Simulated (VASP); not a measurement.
# CdS (P6_3mc) in VASP: further runs, part 2 of 2

VASP 6.6.1. The steps go on from the part before.

## Step 5: Single point, r2SCAN (atoms moved along the polar distortion)

Input file POSCAR:

```
CdS
1.0
    4.1645692036      0.0000000000      0.0000000000
   -2.0822846018      3.6066227262      0.0000000000
    0.0000000000      0.0000000000      6.7679914703
Cd S
2 2
Direct
    0.3333333333      0.6666666667     -0.0091765196
    0.6666666667      0.3333333333      0.4908234804
    0.3333333333      0.6666666667      0.3861765196
    0.6666666667      0.3333333333      0.8861765196
```

Input file INCAR.step1:

```
SYSTEM = CdS
PREC = Accurate
ENCUT = 520
ISMEAR = 0
SIGMA = 0.01
LREAL = .FALSE.
LASPH = .TRUE.
NELM = 80
NBANDS = 26
GGA = PE
ALGO = Normal
EDIFF = 1E-4
LWAVE = .TRUE.
LCHARG = .FALSE.
```

Input file INCAR.step2:

```
SYSTEM = CdS
PREC = Accurate
ENCUT = 520
EDIFF = 1E-6
ISMEAR = 0
SIGMA = 0.01
LREAL = .FALSE.
LASPH = .TRUE.
NELM = 80
ALGO = Normal
ISIF = 2
LWAVE = .FALSE.
LCHARG = .FALSE.
METAGGA = R2SCAN
LMIXTAU = .TRUE.
NBANDS = 26
ISTART = 1
```

Input file KPOINTS:

```
regular mesh
0
G
  12 12 6
  0 0 0
```

Potentials or basis: VASP PAW PBE potentials, release 64 (Cd, S).

Command:

```sh
> cat potpaw_PBE.64/Cd/POTCAR potpaw_PBE.64/S/POTCAR > POTCAR
> cp INCAR.step1 INCAR
> mpirun -np 1 vasp_std > vasp.out
> cp INCAR.step2 INCAR
> mpirun -np 1 vasp_std > vasp.out
```

OUTCAR:

```text
SYSTEM = CdS
   PREC = Accurate
   ENCUT = 520
   EDIFF = 1E-6
   ISMEAR = 0
   LREAL = .FALSE.
   LASPH = .TRUE.
   NELM = 80
   ISIF = 2
   METAGGA = R2SCAN
   ISTART = 1

 ion  position               nearest neighbor table
   1  0.333  0.667  0.991-   4 2.51   4 2.51   4 2.51   3 2.68
   2  0.667  0.333  0.491-   3 2.51   3 2.51   3 2.51   4 2.68
   3  0.333  0.667  0.386-   2 2.51   2 2.51   2 2.51   1 2.68
   4  0.667  0.333  0.886-   1 2.51   1 2.51   1 2.51   2 2.68

  LATTYP: Found a hexagonal cell.
 ALAT       =     4.1645692036
 C/A-ratio  =     1.6251360319

  Lattice vectors:

 A1 = (   4.1645692036,   0.0000000000,   0.0000000000)
 A2 = (  -2.0822846018,   3.6066227262,   0.0000000000)
 A3 = (   0.0000000000,   0.0000000000,   6.7679914703)

Analysis of symmetry for initial positions (statically):
=====================================================================
 Subroutine PRICEL returns:
 Original cell was already a primitive cell.

 Routine SETGRP: Setting up the symmetry group for a
 hexagonal supercell.

 Subroutine GETGRP returns: Found 12 space group operations
 (whereof  6 operations were pure point group operations)
 out of a pool of 24 trial point group operations.

The static configuration has the point symmetry C_3v.
 The point group associated with its full space group is C_6v.

Analysis of symmetry for dynamics (positions and initial velocities):
=====================================================================
 Subroutine PRICEL returns:
 Original cell was already a primitive cell.

 Routine SETGRP: Setting up the symmetry group for a
 hexagonal supercell.

 Subroutine GETGRP returns: Found 12 space group operations
 (whereof  6 operations were pure point group operations)
 out of a pool of 24 trial point group operations.

The dynamic configuration has the point symmetry C_3v.
 The point group associated with its full space group is C_6v.

 Subroutine INISYM returns: Found 12 space group operations
 (whereof  6 operations are pure point group operations),
[... 120 lines left out ...]
     AMIX_MAG =   1.60;   BMIX_MAG =  1.00
  volume/ion in A,a.u.               =      25.41       171.50
  Fermi-wavevector in a.u.,A,eV,Ry     =   1.158241  2.188757 18.252506  1.341521
  Thomas-Fermi vector in A             =   2.294845
   LORBIT       =      0    0 simple, 1 ext, 2 COOP (PROOUT), +10 PAW based schemes
   METAGGA = R2SCAN    functional components
   LHFCALC =     F    Hartree Fock is set to
   AEXX    =    0.0000 exact exchange contribution
   IVDW    =     0    specifies the selected vdW correction
   LEPSILON=     F    determine dielectric tensor
   LRPA    =     F    only Hartree local field effects (RPA)
 non-spin polarized calculation
 Gauss-broadening in eV      SIGMA  =   0.01
  energy-cutoff  :      520.00
  volume of cell :      101.66
 maximum number of plane-waves:      2786
 NGX is ok and might be reduce to    32
   NGX = 15   NGY = 15   NGZ = 25

 number of electron      35.9999998 magnetization

 Free energy of the ion-electron system (eV)
  ---------------------------------------------------
  ext. energy  EPLUGINS =         0.00000000
  ---------------------------------------------------
  free energy    TOTEN  =       -59.32253903 eV

  energy without entropy =      -59.32253903  energy(sigma->0) =      -59.32253903

 E-fermi :   0.8699     XC(G=0):  -9.6049

 val. band max:        0.8263796384   @ k =   0.0000   0.0000   0.0000
 cond. band min:       2.4990388316   @ k =   0.0000   0.0000   0.0000
 fundamental gap:      1.6726591932
 Fermi energy:         0.8698825395

 k-point     1 :       0.0000    0.0000    0.0000
  band No.  band energies     occupation
      1     -11.9053      2.00000
      2     -11.5147      2.00000
      3      -7.0785      2.00000
      4      -7.0785      2.00000
      5      -7.0196      2.00000
      6      -7.0196      2.00000
[... 685 lines left out ...]
     25       9.3655      0.00000
     26      10.4420      0.00000

 [... further k-points ...]

------------------------ aborting loop because EDIFF is reached ----------------------------------------

  FORCE on cell =-STRESS in cart. coord.  units (eV):
  Direction    XX          YY          ZZ          XY          YZ          ZX
  --------------------------------------------------------------------------------------
  -------------------------------------------------------------------------------------
  Total        1.1456251      1.1456251     -1.1457743     -0.0000000      0.0000000      0.0000000
  in kB       18.0560401     18.0560401    -18.0583910     -0.0000000      0.0000000      0.0000000
  external PRESSURE =       6.0178964 kB  Pullay stress =       0.0000000 kB

 VOLUME and BASIS-vectors are now :
 -----------------------------------------------------------------------------
  energy-cutoff  :      520.00
  volume of cell :      101.66
      direct lattice vectors                 reciprocal lattice vectors
     4.164569204  0.000000000  0.000000000     0.240120875  0.138633852  0.000000000
    -2.082284602  3.606622726  0.000000000     0.000000000  0.277267703  0.000000000
     0.000000000  0.000000000  6.767991470     0.000000000  0.000000000  0.147754323

 POSITION                                       TOTAL-FORCE (eV/Angst)
 -----------------------------------------------------------------------------------
     -0.00000      2.40442      6.70588        -0.000000      0.000000      0.434339
      2.08228      1.20221      3.32189         0.000000     -0.000000      0.434339
     -0.00000      2.40442      2.61364        -0.000000      0.000000     -0.434339
      2.08228      1.20221      5.99764        -0.000000      0.000000     -0.434339
 -----------------------------------------------------------------------------------
    total drift:                               -0.000000     -0.000000     -0.007480

  FREE ENERGIE OF THE ION-ELECTRON SYSTEM (eV)
  ---------------------------------------------------
  free  energy   TOTEN  =       -59.3225390348 eV

  energy  without entropy=      -59.3225390348  energy(sigma->0) =      -59.32253903
```

Wall time 11 min (1 thread of Intel Xeon 8259CL, shared host); peak memory 0.34 GiB.

Results:

| Property | Result |
| --- | --- |
| Free energy | -59.3225 eV |
| Pressure | 0.6 GPa |
| Largest force | 0.434 eV/Å |
| Band gap on the k mesh | 1.67 eV |

Forces on the atoms (eV/Å):
```
Cd   0.000  0.000  0.434
Cd   0.000  0.000  0.434
S    0.000  0.000 -0.434
S    0.000  0.000 -0.434
```

Caveat: the cell differs from its parent crystal (atoms moved along the polar distortion); the PAW data sets were made with another functional, which shifts forces and pressure a little.

## Step 6: The runs side by side

| cell | k mesh | smearing | gap on the mesh (eV) | pressure (GPa) |
| --- | --- | --- | --- | --- |
| a = 4.137, b = 4.137, c = 6.716 Å, angles 90.0, 90.0, 120.0°, 4 atoms, atomic positions A | 6 × 6 × 4 | gaussian 0.1 eV | 1.68 | 1.6 |
| a = 4.165, b = 4.165, c = 6.768 Å, angles 90.0, 90.0, 120.0°, 4 atoms, atomic positions B | 12 × 12 × 6 | gaussian 0.02 eV | 1.63 | 0.3 |
| a = 4.165, b = 4.165, c = 6.768 Å, angles 90.0, 90.0, 120.0°, 4 atoms, atomic positions B | 12 × 12 × 6 | gaussian 0.01 eV | 1.63 | 0.3 |
| a = 4.165, b = 4.165, c = 6.768 Å, angles 90.0, 90.0, 120.0°, 4 atoms, atomic positions C | 12 × 12 × 6 | gaussian 0.01 eV | 1.67 | 0.6 |

Alike in all rows: task single point; level r2SCAN; potentials or basis VASP PAW PBE potentials, release 64 (Cd, S); no spin polarisation; cutoff (eV) 520.

Caveats: the PAW data sets were made with another functional, which shifts forces and pressure a little.

Absolute energies hang on the potentials; compare differences alone.
